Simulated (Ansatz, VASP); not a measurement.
## One calculation of C, two programs

File INCAR:

```
SYSTEM = C
PREC = Accurate ; ENCUT = 910
EDIFF = 1E-8 ; ISMEAR = -1
SIGMA = 0.03 ; LREAL = .False.
LASPH = .True. ; NELM = 120
ALGO = Normal ; ISIF = 2
LWAVE = .False. ; LCHARG = .False.
GGA = PS ; LEFG = .True.
NBANDS = 11 ; GGA_COMPAT = .False.
```

The input KPOINTS:

```
regular mesh
0
Gamma
  16 16 16
  0 0 0
```

The input POSCAR:

```
C
1.0
    0.0000000000      1.7834000000      1.7834000000
    1.7834000000      0.0000000000      1.7834000000
    1.7834000000      1.7834000000      0.0000000000
C
2
Direct
    0.5000000000      0.5000000000      0.5000000000
    0.7500000000      0.7500000000      0.7500000000
```

Input for Ansatz:

```yaml
crystal:
  lattice:
    - [0.0, 1.7834, 1.7834]
    - [1.7834, 0.0, 1.7834]
    - [1.7834, 1.7834, 0.0]
  atoms:
    - { symbol: C, position: [0.5, 0.5, 0.5] }
    - { symbol: C, position: [0.75, 0.75, 0.75] }
kpoints:
  mp_grid: { grid: [16, 16, 16] }
  band_path:
    path:
      - [0.0, 0.0, 0.0]
      - [0.5, 0.0, 0.5]
      - [0.625, 0.25, 0.625]
      - [0.375, 0.375, 0.75]
      - [0.0, 0.0, 0.0]
      - [0.5, 0.5, 0.5]
      - [0.5, 0.25, 0.75]
      - [0.5, 0.0, 0.5]
    npoints: 5
scf:
  occupations: { method: fermi_dirac, width: 0.03 }
hamiltonian:
  xc: pbesol
  pseudopotentials: { kind: paw }
output:
  forces: true
  stress: true
  eigenvalues: true
  efg: { contact_densities: true }
```

Alike in both runs: task electric field gradients; functional PBEsol; k mesh 16 × 16 × 16; occupations fermi-dirac, width 0.03 eV; no spin polarisation.

|  | VASP | Ansatz |
| --- | --- | --- |
| version | VASP 6.6.1 | Ansatz 0.2.0 |
| potentials or method | VASP PAW PBE potentials, release 64 (C_h) | PAW with Ansatz's default frozen-core files, scalar-relativistic |
| plane-wave cutoff (eV) | 910 | 420 |
| valence electrons in the cell | 8 | 8 |

|  | VASP | Ansatz | Ansatz less VASP |
| --- | --- | --- | --- |
| gap on the k mesh at the Fermi level (eV) | 4.01 | 4.01 | +0.001 |

VASP's potentials were made for PBE, not for PBEsol. The functional is the same, so the differences come from potentials, cutoffs and numerics.

Noted on VASP's run: the cutoff is short for stress, so the pressure is rough.
